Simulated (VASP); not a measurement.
# Rh (Fm-3m) in VASP: a series of runs

Runs on Rh. Level: PBE. Tasks: single point.

Everything below comes from runs of VASP 6.6.1. Logs are shortened: lines on timing, memory, paths and dates and some standing lists are left out, and cuts for length are marked.

### 1 The cell of the first run

Symmetry: Fm-3m, No. 225, cubic system. The conventional cell has a = 3.832 Å, b = 3.832 Å, c = 3.832 Å, α = 90.00°, β = 90.00°, γ = 90.00°. Rh (site symmetry m-3m) has 12 Rh at 2.71 Å within 3.6 Å.

### 2 Single point, PBE

INCAR

```
PREC = Accurate ; ENCUT = 520
EDIFF = 1E-7 ; ISMEAR = 1
SIGMA = 0.3 ; LREAL = F
LASPH = T ; NELM = 100
ALGO = Normal ; ISIF = 2
LWAVE = F ; LCHARG = F
GGA = PE ; NBANDS = 14
```

KPOINTS

```
Automatic mesh
0
Gamma
  14 14 14
```

POSCAR

```
Rh
1.0
    0.0000000000      1.9160595532      1.9160595532
    1.9160595532      0.0000000000      1.9160595532
    1.9160595532      1.9160595532      0.0000000000
Rh
1
Direct
    0.0000000000      0.0000000000      0.0000000000
```

Potentials or basis: VASP PAW PBE potentials, release 64 (Rh_pv).

Run with:

```
> cat potpaw_PBE.64/Rh_pv/POTCAR > POTCAR
> mpirun -np 1 vasp_std > vasp.out
```

OUTCAR:

```text
PREC = Accurate
   ENCUT = 520
   EDIFF = 1E-7
   ISMEAR = 1
   LREAL = F
   LASPH = T
   NELM = 100
   ISIF = 2
   GGA = PE

 ion  position               nearest neighbor table
   1  0.000  0.000  0.000-

  LATTYP: Found a face centered cubic cell.
 ALAT       =     3.8321191064

  Lattice vectors:

 A1 = (   0.0000000000,   1.9160595532,   1.9160595532)
 A2 = (   1.9160595532,   0.0000000000,   1.9160595532)
 A3 = (   1.9160595532,   1.9160595532,   0.0000000000)

Analysis of symmetry for initial positions (statically):
=====================================================================
 Subroutine PRICEL returns:
 Original cell was already a primitive cell.

 Routine SETGRP: Setting up the symmetry group for a
 face centered cubic supercell.

 Subroutine GETGRP returns: Found 48 space group operations
 (whereof 48 operations were pure point group operations)
 out of a pool of 48 trial point group operations.

The static configuration has the point symmetry O_h .

Analysis of symmetry for dynamics (positions and initial velocities):
=====================================================================
 Subroutine PRICEL returns:
 Original cell was already a primitive cell.

 Routine SETGRP: Setting up the symmetry group for a
 face centered cubic supercell.

 Subroutine GETGRP returns: Found 48 space group operations
 (whereof 48 operations were pure point group operations)
 out of a pool of 48 trial point group operations.

The dynamic configuration has the point symmetry O_h .

 Subroutine INISYM returns: Found 48 space group operations
 (whereof 48 operations are pure point group operations),
 and found     1 'primitive' translations

----------------------------------------------------------------------------------------

                                     Primitive cell

  volume of cell :      14.0688

  direct lattice vectors                    reciprocal lattice vectors
     0.000000000  1.916059553  1.916059553    -0.260952223  0.260952223  0.260952223
     1.916059553  0.000000000  1.916059553     0.260952223 -0.260952223  0.260952223
     1.916059553  1.916059553  0.000000000     0.260952223  0.260952223 -0.260952223

  length of vectors
     2.709717406  2.709717406  2.709717406     0.451982509  0.451982509  0.451982509

  position of ions in fractional coordinates (direct lattice)
     0.000000000  0.000000000  0.000000000

  ion indices of the primitive-cell ions
   primitive index   ion index
                 1           1

----------------------------------------------------------------------------------------

 KPOINTS: Automatic mesh

Automatic generation of k-mesh.
 Grid dimensions read from file:
 generate k-points for:   14   14   14

 Generating k-lattice:

  Cartesian coordinates                     Fractional coordinates (reciprocal lattice)
    -0.018639445  0.018639445  0.018639445     0.071428571  0.000000000  0.000000000
     0.018639445 -0.018639445  0.018639445     0.000000000  0.071428571  0.000000000
     0.018639445  0.018639445 -0.018639445     0.000000000  0.000000000  0.071428571

  Length of vectors
     0.032284465  0.032284465  0.032284465

  Shift w.r.t. Gamma in fractional coordinates (k-lattice)
     0.000000000  0.000000000  0.000000000

 Subroutine IBZKPT returns following result:
 ===========================================

 Found    104 irreducible k-points:

 Following reciprocal coordinates:
            Coordinates               Weight
  0.000000  0.000000  0.000000      1.000000
  0.071429  0.000000  0.000000      8.000000
  0.142857  0.000000  0.000000      8.000000
  0.214286  0.000000  0.000000      8.000000
  0.285714  0.000000  0.000000      8.000000
  0.357143  0.000000  0.000000      8.000000
[... 16 lines left out ...]
  0.214286  0.142857  0.000000     24.000000
  0.285714  0.142857  0.000000     24.000000
 [... further k-points ...]
   k-points           NKPTS =    104   k-points in BZ     NKDIM =    104   number of bands    NBANDS=     14
   number of dos      NEDOS =    301   number of ions     NIONS =      1
   total plane-waves  NPLWV =   8000
   dimension x,y,z NGX =    20 NGY =   20 NGZ =   20
   dimension x,y,z NGXF=    40 NGYF=   40 NGZF=   40
   ions per type =               1
   NGX,Y,Z   is equivalent  to a cutoff of  12.27, 12.27, 12.27 a.u.
   NGXF,Y,Z  is equivalent  to a cutoff of  24.54, 24.54, 24.54 a.u.
 SYSTEM =  unknown system
   PREC   = accura    normal or accurate (medium, high low for compatibility)
   ISTART =      0    job   : 0-new  1-cont  2-samecut
   ICHARG =      2    charge: 1-file 2-atom 10-const
   ISPIN  =      1    spin polarized calculation?
   LNONCOLLINEAR =      F non collinear calculations
   LSORBIT =      F    spin-orbit coupling
   LASPH  =      T    aspherical Exc in radial PAW
   ENCUT  =  520.0 eV  38.22 Ry    6.18 a.u.   5.04  5.04  5.04*2*pi/ulx,y,z
   NELM   =    100;   NELMIN=  2; NELMDL= -5     # of ELM steps
   EDIFF  = 0.1E-06   stopping-criterion for ELM
   LREAL  =      F    real-space projection
   EDIFFG = 0.1E-05   stopping-criterion for IOM
   NSW    =      0    number of steps for IOM
   IBRION =     -1    ionic relax: 0-MD 1-quasi-New 2-CG
   NFREE  =      0    steps in history (QN), initial steepest desc. (CG)
   ISIF   =      2    stress and relaxation
   ISYM   =      2    0-nonsym 1-usesym 2-fastsym
   POTIM  = 0.5000    time-step for ionic-motion
   TEBEG  =    0.0;   TEEND  =   0.0 temperature during run
   PSTRESS=    0.0 pullay stress
   NELECT =      15.0000    total number of electrons
   NUPDOWN=      -1.0000    fix difference up-down
   EMIN   =  10.00;   EMAX   =-10.00  energy-range for DOS
   EFERMI =   0.00;   METHOD = LEGACY
   ISMEAR =     1;   SIGMA  =   0.30  broadening in eV -4-tet -1-fermi 0-gaus
   EFERMI_NEDOS =   21; number of points for ismear=-14 and -15
   IALGO  =     38    algorithm
   IMIX   =      4    mixing-type and parameters
     AMIX     =   0.40;   BMIX     =  1.00
     AMIX_MAG =   1.60;   BMIX_MAG =  1.00
  volume/ion in A,a.u.               =      14.07        94.94
  Fermi-wavevector in a.u.,A,eV,Ry     =   1.672449  3.160471 38.056666  2.797086
  Thomas-Fermi vector in A             =   2.757594
   LORBIT       =      0    0 simple, 1 ext, 2 COOP (PROOUT), +10 PAW based schemes
   GGA     = PE    functional components
   LHFCALC =     F    Hartree Fock is set to
   AEXX    =    0.0000 exact exchange contribution
   IVDW    =     0    specifies the selected vdW correction
   LEPSILON=     F    determine dielectric tensor
   LRPA    =     F    only Hartree local field effects (RPA)
 non-spin polarized calculation
 Methfessel and Paxton  Order N= 1 SIGMA  =   0.30
  energy-cutoff  :      520.00
  volume of cell :       14.07
 maximum number of plane-waves:       392
   NGX =  9   NGY =  9   NGZ =  9

 number of electron      15.0000003 magnetization

 Free energy of the ion-electron system (eV)
  ---------------------------------------------------
  ext. energy  EPLUGINS =         0.00000000
  ---------------------------------------------------
  free energy    TOTEN  =        -7.25661396 eV

  energy without entropy =       -7.26385123  energy(sigma->0) =       -7.25902638

 E-fermi :  11.4939     XC(G=0): -13.8821

 val. band max:       11.4867662020   @ k =   0.4286   0.2857   0.0714
 cond. band min:      11.5134675699   @ k =   0.4286   0.0000   0.0000
 fundamental gap:      0.0267013679
 Fermi energy:        11.4939131315

 k-point     1 :       0.0000    0.0000    0.0000
  band No.  band energies     occupation
      1     -34.8447      2.00000
      2     -34.8447      2.00000
      3     -34.8447      2.00000
      4       3.6964      2.00000
      5       8.5220      2.00000
      6       8.5220      2.00000
      7       8.5220      2.00000
      8      10.5340      2.00006
      9      10.5340      2.00006
     10      27.4954      0.00000
     11      32.1050      0.00000
     12      32.8265      0.00000
     13      32.8265      0.00000
     14      32.8265      0.00000

 k-point     2 :       0.0714    0.0000    0.0000
  band No.  band energies     occupation
      1     -34.8793      2.00000
      2     -34.8494      2.00000
      3     -34.8494      2.00000
      4       3.8967      2.00000
      5       8.4361      2.00000
      6       8.5987      2.00000
      7       8.5987      2.00000
      8      10.4924      2.00002
      9      10.4924      2.00002
     10      27.7764      0.00000
     11      31.7464      0.00000
     12      32.1069      0.00000
     13      33.1137      0.00000
     14      33.1137      0.00000

 k-point     3 :       0.1429    0.0000    0.0000
  band No.  band energies     occupation
      1     -34.9755      2.00000
      2     -34.8625      2.00000
      3     -34.8625      2.00000
      4       4.4526      2.00000
      5       8.2516      2.00000
      6       8.7763      2.00000
      7       8.7763      2.00000
      8      10.4307      2.00001
      9      10.4307      2.00001
     10      28.4381      0.00000
     11      29.7635      0.00000
     12      32.1051      0.00000
     13      33.9258      0.00000
     14      33.9258      0.00000
[... 324 lines left out ...]
 k-point    23 :       0.2143    0.1429    0.0000
  band No.  band energies     occupation
      1     -35.0606      2.00000
      2     -34.9156      2.00000
      3     -34.9100      2.00000
      4       5.2874      2.00000
      5       7.6257      2.00000
      6       9.1653      2.00000
      7       9.3035      2.00000
      8       9.9013      2.00000
      9      10.9361      2.02452
     10      29.3178      0.00000
     11      29.7474      0.00000
     12      32.1041      0.00000
     13      32.2121      0.00000
     14      32.8029      0.00000

 k-point    24 :       0.2857    0.1429    0.0000
  band No.  band energies     occupation
      1     -35.1835      2.00000
      2     -34.9390      2.00000
      3     -34.9316      2.00000
      4       5.9223      2.00000
      5       7.5454      2.00000
      6       8.8601      2.00000
      7       9.3987      2.00000
      8      10.6116      2.00026
      9      11.2340      2.01029
     10      27.2685      0.00000
     11      29.7655      0.00000
     12      31.8667      0.00000
     13      32.1025      0.00000
     14      33.1989      0.00000

 [... further k-points ...]
[... 5 lines left out ...]
  --------------------------------------------------------------------------------------
  -------------------------------------------------------------------------------------
  Total       -0.0445416     -0.0445416     -0.0445416      0.0000000      0.0000000      0.0000000
  in kB       -5.0724633     -5.0724633     -5.0724633      0.0000000      0.0000000      0.0000000
  external PRESSURE =      -5.0724633 kB  Pullay stress =       0.0000000 kB

 VOLUME and BASIS-vectors are now :
 -----------------------------------------------------------------------------
  energy-cutoff  :      520.00
  volume of cell :       14.07
      direct lattice vectors                 reciprocal lattice vectors
     0.000000000  1.916059553  1.916059553    -0.260952223  0.260952223  0.260952223
     1.916059553  0.000000000  1.916059553     0.260952223 -0.260952223  0.260952223
     1.916059553  1.916059553  0.000000000     0.260952223  0.260952223 -0.260952223

 POSITION                                       TOTAL-FORCE (eV/Angst)
 -----------------------------------------------------------------------------------
      0.00000      0.00000      0.00000         0.000000      0.000000      0.000000
 -----------------------------------------------------------------------------------
    total drift:                                0.000000     -0.000000      0.000000

  FREE ENERGIE OF THE ION-ELECTRON SYSTEM (eV)
  ---------------------------------------------------
  free  energy   TOTEN  =        -7.2566139578 eV

  energy  without entropy=       -7.2638512277  energy(sigma->0) =       -7.25902638
```

It took 7.8 s on 1 thread of Intel Xeon 6975P-C (Granite Rapids), shared host; peak memory 0.13 GiB.

Results:

| Quantity | Value |
| --- | --- |
| Free energy | -7.2566 eV |
| Pressure | -0.5 GPa |

### 3 Single point, PBE

INCAR

```
SYSTEM = Rh
PREC = Accurate ; ENCUT = 520
EDIFF = 1E-6 ; ISMEAR = 1
SIGMA = 0.6 ; LREAL = .FALSE.
LASPH = .TRUE. ; NELM = 80
ALGO = Normal ; ISIF = 2
LWAVE = .FALSE. ; LCHARG = .TRUE.
GGA = PE ; LELF = .TRUE.
LVHAR = .TRUE. ; NBANDS = 14
```

KPOINTS

```
Automatic mesh
0
G
  14 14 14
  0 0 0
```

POSCAR is that of step 2.

Potentials or basis: VASP PAW PBE potentials, release 64 (Rh_pv).

Run with:

```
> cat potpaw_PBE.64/Rh_pv/POTCAR > POTCAR
> mpirun -np 1 vasp_std > vasp.out
```

Run time: 7.1 s. Hardware: 1 thread of Intel Xeon 6975P-C (Granite Rapids), shared host; peak memory 0.13 GiB.

The run converged. Its results:

```yaml
Free_energy: -7.2545 eV
Pressure: -0.2 GPa
```

Levels at points of the mesh, in eV from the Fermi level:
```
           k point  band 4  band 5  band 6  band 7  band 8  band 9  band 10  band 11
(0.00, 0.00, 0.00)   -7.78   -2.95   -2.95   -2.95   -0.94   -0.94    16.02    20.63
(0.50, 0.00, 0.00)   -5.91   -3.03   -3.03    0.56    0.56    0.77     8.42    15.52
(0.50, 0.50, 0.00)   -6.08   -5.72    0.53    0.96    0.96    3.25    12.00    13.20
```

### 4 Single point, PBE

INCAR

```
SYSTEM = Rh
PREC = Accurate
ENCUT = 520
EDIFF = 1E-6
ISMEAR = 1
SIGMA = 1.0
LREAL = .FALSE.
LASPH = .TRUE.
NELM = 100
ALGO = Normal
ISIF = 2
LWAVE = .FALSE.
LCHARG = .FALSE.
GGA = PE
NBANDS = 14
```

KPOINTS is that of step 3.

POSCAR is that of step 3.

Potentials or basis: VASP PAW PBE potentials, release 64 (Rh_pv).

Run with:

```
> cat potpaw_PBE.64/Rh_pv/POTCAR > POTCAR
> mpirun -np 1 vasp_std > vasp.out
```

OUTCAR:

```text
SYSTEM = Rh
   PREC = Accurate
   ENCUT = 520
   EDIFF = 1E-6
   ISMEAR = 1
   LREAL = .FALSE.
   LASPH = .TRUE.
   NELM = 100
   ISIF = 2
   GGA = PE

 ion  position               nearest neighbor table
   1  0.000  0.000  0.000-

  LATTYP: Found a face centered cubic cell.
 ALAT       =     3.8321191064

  Lattice vectors:

 A1 = (   0.0000000000,   1.9160595532,   1.9160595532)
 A2 = (   1.9160595532,   0.0000000000,   1.9160595532)
 A3 = (   1.9160595532,   1.9160595532,   0.0000000000)

Analysis of symmetry for initial positions (statically):
=====================================================================
 Subroutine PRICEL returns:
 Original cell was already a primitive cell.

 Routine SETGRP: Setting up the symmetry group for a
 face centered cubic supercell.

 Subroutine GETGRP returns: Found 48 space group operations
 (whereof 48 operations were pure point group operations)
 out of a pool of 48 trial point group operations.

The static configuration has the point symmetry O_h .

Analysis of symmetry for dynamics (positions and initial velocities):
=====================================================================
 Subroutine PRICEL returns:
[... 162 lines left out ...]
 k-point     1 :       0.0000    0.0000    0.0000
  band No.  band energies     occupation
      1     -34.8381      2.00000
      2     -34.8381      2.00000
      3     -34.8381      2.00000
      4       3.6966      2.00000
      5       8.5276      2.00033
      6       8.5276      2.00033
      7       8.5276      2.00033
      8      10.5360      2.01843
      9      10.5360      2.01843
     10      27.4985     -0.00000
     11      32.1134      0.00000
     12      32.8236      0.00000
     13      32.8236      0.00000
     14      32.8236      0.00000
[... 377 lines left out ...]
      1     -35.1770      2.00000
      2     -34.9324      2.00000
      3     -34.9250      2.00000
      4       5.9232      2.00000
      5       7.5500      2.00000
      6       8.8633      2.00176
      7       9.4035      2.01497
      8      10.6155      1.98426
      9      11.2370      1.31003
     10      27.2678     -0.00000
     11      29.7675     -0.00000
     12      31.8669      0.00000
     13      32.1108      0.00000
     14      33.1996      0.00000

 [... further k-points ...]
[... 5 lines left out ...]
  --------------------------------------------------------------------------------------
  -------------------------------------------------------------------------------------
  Total        0.0621657      0.0621657      0.0621657      0.0000000      0.0000000     -0.0000000
  in kB        7.0795340      7.0795340      7.0795340      0.0000000      0.0000000     -0.0000000
  external PRESSURE =       7.0795340 kB  Pullay stress =       0.0000000 kB

 VOLUME and BASIS-vectors are now :
 -----------------------------------------------------------------------------
  energy-cutoff  :      520.00
  volume of cell :       14.07
      direct lattice vectors                 reciprocal lattice vectors
     0.000000000  1.916059553  1.916059553    -0.260952223  0.260952223  0.260952223
     1.916059553  0.000000000  1.916059553     0.260952223 -0.260952223  0.260952223
     1.916059553  1.916059553  0.000000000     0.260952223  0.260952223 -0.260952223

 POSITION                                       TOTAL-FORCE (eV/Angst)
 -----------------------------------------------------------------------------------
      0.00000      0.00000      0.00000        -0.000000     -0.000000     -0.000000
 -----------------------------------------------------------------------------------
    total drift:                                0.000000      0.000000      0.000000

  FREE ENERGIE OF THE ION-ELECTRON SYSTEM (eV)
  ---------------------------------------------------
  free  energy   TOTEN  =        -7.2704697915 eV

  energy  without entropy=       -7.2054380191  energy(sigma->0) =       -7.24879253
```

Run time: 6.7 s. Hardware: 1 thread of Intel Xeon 6975P-C (Granite Rapids), shared host; peak memory 0.13 GiB.

What came out:

```
Free energy : -7.2705 eV
Pressure    : 0.7 GPa
```

Levels at points of the mesh, in eV from the Fermi level:
| k point | band 5 | band 6 | band 7 | band 8 | band 9 | band 10 |
| --- | --- | --- | --- | --- | --- | --- |
| (0.00, 0.00, 0.00) | -2.90 | -2.90 | -2.90 | -0.89 | -0.89 | 16.07 |
| (0.50, 0.00, 0.00) | -2.97 | -2.97 | 0.62 | 0.62 | 0.82 | 8.48 |
| (0.50, 0.50, 0.00) | -5.67 | 0.59 | 1.02 | 1.02 | 3.30 | 12.05 |

### 5 Overview

```csv
smearing,gap on the mesh (eV),pressure (GPa)
methfessel-paxton 0.3 eV,none,-0.5
methfessel-paxton 0.6 eV,none,-0.2
methfessel-paxton 1 eV,none,0.7
```

Alike in all rows: task single point; level PBE; potentials or basis VASP PAW PBE potentials, release 64 (Rh_pv); no spin polarisation; cell as given; k mesh 14 × 14 × 14; cutoff (eV) 520.

Every run on the cell as given and a fine mesh finds a metal.

Total energies depend on the potentials used, so only differences within one code and one set of settings carry meaning.
